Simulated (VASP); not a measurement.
# Fe (Fmmm) in VASP: notebook

Fe is run at these levels: PBEsol+D3(BJ), PBEsol; tasks: single point, relaxation of cell and atoms.

Program: VASP 6.6.1. These are calculated values, not measurements. Logs are shortened: lines on timing, memory, paths and dates and some standing lists are left out, and cuts for length are marked.

**1. The cell of the first run**

The structure is orthorhombic, space group Fmmm (No. 69). The conventional cell has a = 2.997 Å, b = 3.883 Å, c = 3.930 Å, α = 90.00°, β = 90.00°, γ = 90.00°. Fe (site symmetry mmm) has 14 Fe at 2.45 to 3.00 Å within 3.2 Å.

**2. Single point, PBEsol+D3(BJ), collinear spin, ferromagnetic start**

The input, INCAR:

```
SYSTEM = Fe
PREC = Accurate
ENCUT = 520
EDIFF = 1E-6
ISMEAR = -1
SIGMA = 0.05
LREAL = .FALSE.
LASPH = .TRUE.
NELM = 150
ALGO = Fast
ISIF = 2
LWAVE = .FALSE.
LCHARG = .FALSE.
ISPIN = 2
MAGMOM = 3
LORBIT = 11
LMAXMIX = 4
GGA = PS
IVDW = 12
NBANDS = 14
```

The input, KPOINTS:

```
regular mesh
0
G
  13 13 13
  0 0 0
```

The input, POSCAR:

```
Fe
1.0
    0.0000000000      1.9417396906      1.9651051623
    1.4984397099      0.0000000000      1.9651051623
    1.4984397099      1.9417396906      0.0000000000
Fe
1
Direct
    0.0000000000      0.0000000000      0.0000000000
```

Potentials or basis: VASP PAW PBE potentials, release 64 (Fe).

Command:

```sh
$ cat potpaw_PBE.64/Fe/POTCAR > POTCAR
$ mpirun -np 1 vasp_std > vasp.out
```

OUTCAR:

```text
SYSTEM = Fe
   PREC = Accurate
   ENCUT = 520
   EDIFF = 1E-6
   ISMEAR = -1
   LREAL = .FALSE.
   LASPH = .TRUE.
   NELM = 150
   ISIF = 2
   ISPIN = 2
   LORBIT = 11
   GGA = PS
   IVDW = 12
 IVDW          = 12

 ion  position               nearest neighbor table
   1  0.000  0.000  0.000-

  LATTYP: Found a face centered orthorhombic cell.
 ALAT       =     2.9968794198
 B/A-ratio  =     1.2958410524
 C/A-ratio  =     1.3114342535

  Lattice vectors:

 A1 = (   0.0000000000,   1.9417396906,   1.9651051623)
 A2 = (   1.4984397099,   0.0000000000,   1.9651051623)
 A3 = (   1.4984397099,   1.9417396906,   0.0000000000)

Analysis of symmetry for initial positions (statically):
=====================================================================
 Subroutine PRICEL returns:
 Original cell was already a primitive cell.

 Routine SETGRP: Setting up the symmetry group for a
 face centered orthorhombic supercell.

 Subroutine GETGRP returns: Found  8 space group operations
 (whereof  8 operations were pure point group operations)
 out of a pool of  8 trial point group operations.

The static configuration has the point symmetry D_2h.

Analysis of symmetry for dynamics (positions and initial velocities):
=====================================================================
 Subroutine PRICEL returns:
 Original cell was already a primitive cell.

 Routine SETGRP: Setting up the symmetry group for a
 face centered orthorhombic supercell.

 Subroutine GETGRP returns: Found  8 space group operations
 (whereof  8 operations were pure point group operations)
 out of a pool of  8 trial point group operations.

The dynamic configuration has the point symmetry D_2h.

Analysis of structural, dynamic, and magnetic symmetry:
=====================================================================
 Subroutine PRICEL returns:
 Original cell was already a primitive cell.

 Routine SETGRP: Setting up the symmetry group for a
 face centered orthorhombic supercell.

 Subroutine GETGRP returns: Found  8 space group operations
 (whereof  8 operations were pure point group operations)
 out of a pool of  8 trial point group operations.

The overall configuration has the point symmetry D_2h.

 Subroutine INISYM returns: Found  8 space group operations
 (whereof  8 operations are pure point group operations),
 and found     1 'primitive' translations

----------------------------------------------------------------------------------------

                                     Primitive cell

  volume of cell :      11.4353

  direct lattice vectors                    reciprocal lattice vectors
     0.000000000  1.941739691  1.965105162    -0.333680426  0.257501045  0.254439309
     1.498439710  0.000000000  1.965105162     0.333680426 -0.257501045  0.254439309
     1.498439710  1.941739691  0.000000000     0.333680426  0.257501045 -0.254439309

[... 126 lines left out ...]
  free energy    TOTEN  =        -8.88072354 eV

  energy without entropy =       -8.87114615  energy(sigma->0) =       -8.87593485

 E-fermi :   5.6319     XC(G=0): -13.2392

 val. band max:        5.6302537360   @ k =   0.3846   0.0000   0.3846
 cond. band min:       5.6353096442   @ k =  -0.2308   0.3077   0.3846
 fundamental gap:      0.0050559082
 Fermi energy:         5.6318996330

 spin component 1

 k-point     1 :       0.0000    0.0000    0.0000
  band No.  band energies     occupation
      1      -2.8815      1.00000
      2       3.1554      1.00000
      3       3.2478      1.00000
      4       3.5866      1.00000
      5       4.3171      1.00000
      6       4.7118      1.00000
      7      29.3856      0.00000
      8      30.8636      0.00000
      9      31.1237      0.00000
     10      35.0592      0.00000
     11      36.1210      0.00000
     12      36.3761      0.00000
     13      36.8805      0.00000
     14      36.9684      0.00000
[... 379 lines left out ...]
      3       3.2341      1.00000
      4       4.3254      1.00000
      5       5.0651      0.99999
      6       6.8860      0.00000
      7      15.3078      0.00000
      8      21.1251      0.00000
      9      25.7636      0.00000
     10      31.4191      0.00000
     11      34.6847      0.00000
     12      38.1115      0.00000
     13      44.4432      0.00000
     14      46.0813      0.00000

 [... further k-points ...]

 spin component 2

 k-point     1 :       0.0000    0.0000    0.0000
  band No.  band energies     occupation
      1      -2.6233      1.00000
      2       5.0195      1.00000
      3       5.1639      0.99991
      4       5.6482      0.41931
      5       6.8495      0.00000
      6       7.4455      0.00000
      7      29.2675      0.00000
      8      30.7974      0.00000
      9      31.0889      0.00000
     10      35.4918      0.00000
     11      36.2728      0.00000
     12      37.3668      0.00000
     13      37.6023      0.00000
     14      37.6865      0.00000
[... 379 lines left out ...]
      3       4.5726      1.00000
      4       6.7268      0.00000
      5       7.6353      0.00000
      6       8.6958      0.00000
      7      16.3298      0.00000
      8      21.7441      0.00000
      9      26.3168      0.00000
     10      31.7184      0.00000
     11      35.1520      0.00000
     12      38.6808      0.00000
     13      44.6921      0.00000
     14      46.7278      0.00000

 [... further k-points ...]

------------------------ aborting loop because EDIFF is reached ----------------------------------------

 Edisp (eV)   -0.32970

 E8    (eV) :    -0.2209

  FORCE on cell =-STRESS in cart. coord.  units (eV):
  Direction    XX          YY          ZZ          XY          YZ          ZX
  --------------------------------------------------------------------------------------
  -------------------------------------------------------------------------------------
  Total      -1.44068    -0.84911    -0.94966    -0.00000     0.00000     0.00000
  in kB    -201.85120  -118.96751  -133.05505    -0.00000     0.00000     0.00000
  external pressure =     -151.29 kB  Pullay stress =        0.00 kB

 VOLUME and BASIS-vectors are now :
 -----------------------------------------------------------------------------
  energy-cutoff  :      520.00
  volume of cell :       11.44
      direct lattice vectors                 reciprocal lattice vectors
     0.000000000  1.941739691  1.965105162    -0.333680426  0.257501045  0.254439309
     1.498439710  0.000000000  1.965105162     0.333680426 -0.257501045  0.254439309
     1.498439710  1.941739691  0.000000000     0.333680426  0.257501045 -0.254439309

 POSITION                                       TOTAL-FORCE (eV/Angst)
 -----------------------------------------------------------------------------------
      0.00000      0.00000      0.00000         0.000000      0.000000      0.000000
 -----------------------------------------------------------------------------------
    total drift:                                0.000000      0.000000      0.000000

  FREE ENERGIE OF THE ION-ELECTRON SYSTEM (eV)
  ---------------------------------------------------
  free  energy   TOTEN  =        -9.2104195924 eV

  energy  without entropy=       -9.2008422094  energy(sigma->0) =       -9.20563090

 total charge

# of ion       s       p       d       tot
------------------------------------------
    1        0.487   0.538   6.234   7.259

 magnetization (x)

# of ion       s       p       d       tot
------------------------------------------
    1       -0.014  -0.049   2.254   2.190
```

stdout:

```text
POSCAR found type information on POSCAR Fe
 POSCAR found :  1 types and       1 ions
 scaLAPACK will be used
 -----------------------------------------------------------------------------
|                                                                             |
|                                                                             |
|     You enforced a specific xc type in the INCAR file but a different       |
|     I HOPE YOU KNOW WHAT YOU ARE DOING!                                     |
|                                                                             |
 -----------------------------------------------------------------------------

 LDA part: xc-table for (Slater+PW92), standard interpolation
 POSCAR, INCAR and KPOINTS ok, starting setup
 FFT: planning ... GRIDC
 FFT: planning ... GRID_SOFT
 FFT: planning ... GRID
 WAVECAR not read
 entering main loop
WARNING in EDDRMM: call to ZHEGV failed, returncode =   8  4     10
WARNING in EDDRMM: call to ZHEGV failed, returncode =   6  3     13
WARNING in EDDRMM: call to ZHEGV failed, returncode =   6  3     13
WARNING in EDDRMM: call to ZHEGV failed, returncode =   6  3     11
WARNING in EDDRMM: call to ZHEGV failed, returncode =   6  3     12
WARNING in EDDRMM: call to ZHEGV failed, returncode =   8  4     12
WARNING in EDDRMM: call to ZHEGV failed, returncode =   6  3     11
WARNING in EDDRMM: call to ZHEGV failed, returncode =   6  3     12
WARNING in EDDRMM: call to ZHEGV failed, returncode =   8  4     13
WARNING in EDDRMM: call to ZHEGV failed, returncode =   6  3     12
```

It took 2.3 min on 1 thread of Intel Xeon 8259CL, shared host; peak memory 0.21 GiB.

Results:

* Free energy: -9.2104 eV
* Pressure: -15.1 GPa
* Net moment: 2.20 μB per cell
* Site moments: Fe +2.19 μB
* Valence electrons inside the program's atomic spheres: Fe 7.26
* Dispersion energy per atom: -0.330 eV

Stress tensor (GPa, compression positive):
```
-20.19   0.00   0.00
  0.00 -11.90   0.00
  0.00   0.00 -13.31
```

Caveat: three body term missing; the stress differs along the axes, from -20 to -12 GPa; the PAW data sets were made with another functional, which shifts forces and pressure a little.

**3. Relaxation of cell and atoms, PBEsol, collinear spin, ferromagnetic start**

The input, INCAR:

```
ALGO = Normal
EDIFF = 1E-6
EDIFFG = -0.01
ENCUT = 600
GGA = PS
IBRION = 2
ISIF = 3
ISMEAR = -1
ISPIN = 2
LASPH = True
LCHARG = False
LMAXMIX = 4
LORBIT = 11
LREAL = False
LWAVE = False
MAGMOM = 3
NELM = 150
NSW = 60
PREC = Accurate
SIGMA = 0.05
```

The input, KPOINTS:

```
k-points
0
Gamma
  13 13 13
```

POSCAR is that of step 2.

Potentials or basis: VASP PAW PBE potentials, release 64 (Fe).

Command:

```sh
$ cat potpaw_PBE.64/Fe/POTCAR > POTCAR
$ mpirun -np 1 vasp_std > vasp.out
```

OUTCAR:

```text
EDIFF = 1E-6
   EDIFFG = -0.01
   ENCUT = 600
   GGA = PS
   IBRION = 2
   ISIF = 3
   ISMEAR = -1
   ISPIN = 2
   LASPH = True
   LORBIT = 11
   LREAL = False
   NELM = 150
   NSW = 60
   PREC = Accurate

 ion  position               nearest neighbor table
   1  0.000  0.000  0.000-

  LATTYP: Found a face centered orthorhombic cell.
 ALAT       =     2.9968794198
 B/A-ratio  =     1.2958410524
 C/A-ratio  =     1.3114342535

  Lattice vectors:

 A1 = (   0.0000000000,   1.9417396906,   1.9651051623)
 A2 = (   1.4984397099,   0.0000000000,   1.9651051623)
 A3 = (   1.4984397099,   1.9417396906,   0.0000000000)

Analysis of symmetry for initial positions (statically):
=====================================================================
 Subroutine PRICEL returns:
 Original cell was already a primitive cell.

 Routine SETGRP: Setting up the symmetry group for a
 face centered orthorhombic supercell.

[... 378 lines left out ...]
      2       3.8168      1.00000
      3       3.8222      1.00000
      4       3.8249      1.00000
      5       5.1774      1.00000
      6       5.1827      1.00000
      7      31.6335      0.00000
      8      31.6458      0.00000
      9      31.6646      0.00000
     10      37.0849      0.00000
[... 287 lines left out ...]
 k-point    24 :       0.4615    0.1538   -0.0000
  band No.  band energies     occupation
      1       1.4561      1.00000
      2       2.8030      1.00000
      3       3.7657      1.00000
      4       5.1179      1.00000
      5       5.6043      1.00000
      6       7.7192      0.00000
      7      16.9971      0.00000
      8      21.7881      0.00000
      9      26.8534      0.00000
     10      32.4801      0.00000

 [... further k-points ...]

 spin component 2

 k-point     1 :       0.0000    0.0000    0.0000
  band No.  band energies     occupation
      1      -2.3562      1.00000
      2       5.6087      1.00000
      3       5.6166      1.00000
      4       5.6198      1.00000
      5       7.7261      0.00000
      6       7.7343      0.00000
      7      31.5562      0.00000
      8      31.5687      0.00000
      9      31.5879      0.00000
     10      37.4085      0.00000
[... 327 lines left out ...]
  FREE ENERGIE OF THE ION-ELECTRON SYSTEM (eV)
  ---------------------------------------------------
  free  energy   TOTEN  =        -8.9220664066 eV

  energy  without entropy=       -8.9133039234  energy(sigma->0) =       -8.91768516

 reached required accuracy - stopping structural energy minimisation

 total charge

# of ion       s       p       d       tot
------------------------------------------
    1        0.512   0.591   6.282   7.386

 magnetization (x)

# of ion       s       p       d       tot
------------------------------------------
    1       -0.013  -0.051   2.114   2.050
```

OSZICAR:

```text
N       E                     dE             d eps       ncg     rms          rms(c)
DAV:   1     0.200892034699E+02    0.20089E+02   -0.44508E+03 14226   0.109E+03
DAV:   2    -0.936273189133E+01   -0.29452E+02   -0.27405E+02 13834   0.141E+02
[... 89 lines left out ...]
  10 F= -.89220651E+01 E0= -.89176845E+01  d E =-.382184E-04  mag=     2.0681
       N       E                     dE             d eps       ncg     rms          rms(c)
DAV:   1    -0.892208468104E+01   -0.19379E-04   -0.93646E-04 15762   0.274E-01    0.309E-02
DAV:   2    -0.892206993243E+01    0.14749E-04   -0.23646E-05 16582   0.530E-02    0.155E-02
DAV:   3    -0.892206668174E+01    0.32507E-05   -0.65679E-06 14992   0.290E-02    0.125E-02
DAV:   4    -0.892206640661E+01    0.27513E-06   -0.57388E-07  7096   0.845E-03
  11 F= -.89220664E+01 E0= -.89176852E+01  d E =-.395479E-04  mag=     2.0680
```

CONTCAR:

```text
Fe
   1.00000000000000
     0.0000000000000000    1.9673993530488603    1.9686597972765254
     1.3928851774060242   -0.0000000000000000    1.9686597972765254
     1.3928851774060242    1.9673993530488603    0.0000000000000000
  Fe
     1
Direct
     0.0000000000000000    0.0000000000000000    0.0000000000000000

  0.00000000E+00  0.00000000E+00  0.00000000E+00
```

Run time: 11 min. Hardware: 1 thread of Intel Xeon 8259CL, shared host; peak memory 0.23 GiB.

What came out:

```
Free energy                                           : -8.9221 eV
Relaxed volume                                        : 10.79 Å³/atom
Relaxed cell                                          : a = 2.783 Å, b = 2.412 Å, c = 2.411 Å, α = 70.50°, β = 54.77°, γ = 54.73°
Space group after relaxing (to 0.1 Å)                 : Im-3m (No. 229)
Energy gained by relaxing                             : 41.7 meV/atom
Ionic steps                                           : 11
Pressure after relaxing                               : -0.1 GPa
Net moment                                            : 2.07 μB per cell
Site moments                                          : Fe +2.05 μB
Valence electrons inside the program's atomic spheres : Fe 7.39
```

The path:
```tsv
step	energy change (eV)	largest force (eV/Å)	pressure (GPa)	volume (Å³)
1	0.0000	0.0000	-10.38	11.44
2	-0.0108	0.0000	13.45	10.25
3	-0.0278	0.0000	1.53	10.73
4	-0.0378	0.0000	1.72	10.71
5	-0.0407	0.0000	2.21	10.68
6	-0.0408	0.0000	2.37	10.68
7	-0.0402	0.0000	-3.10	10.94
8	-0.0417	0.0000	-0.04	10.79
9	-0.0417	0.0000	-0.17	10.79
10	-0.0417	0.0000	-0.05	10.79
11	-0.0417	0.0000	-0.06	10.79
```

Final structure:
```
Fe
1.0
     0.00000    1.96740    1.96866
     1.39289    0.00000    1.96866
     1.39289    1.96740    0.00000
Fe
1
Direct
  0.00000 0.00000 0.00000
```

Levels at points of the mesh, in eV from the Fermi level:
Spin up:
```
           k point  band 3  band 4  band 5  band 6  band 7  band 8
(0.00, 0.00, 0.00)   -2.44   -2.44   -1.09   -1.08   25.37   25.38
```
Spin down:
```csv
k point,band 1,band 2,band 3,band 4,band 5,band 6
"(0.00, 0.00, 0.00)",-8.62,-0.66,-0.65,-0.65,1.46,1.47
```

Caveat: the PAW data sets were made with another functional, which shifts forces and pressure a little.
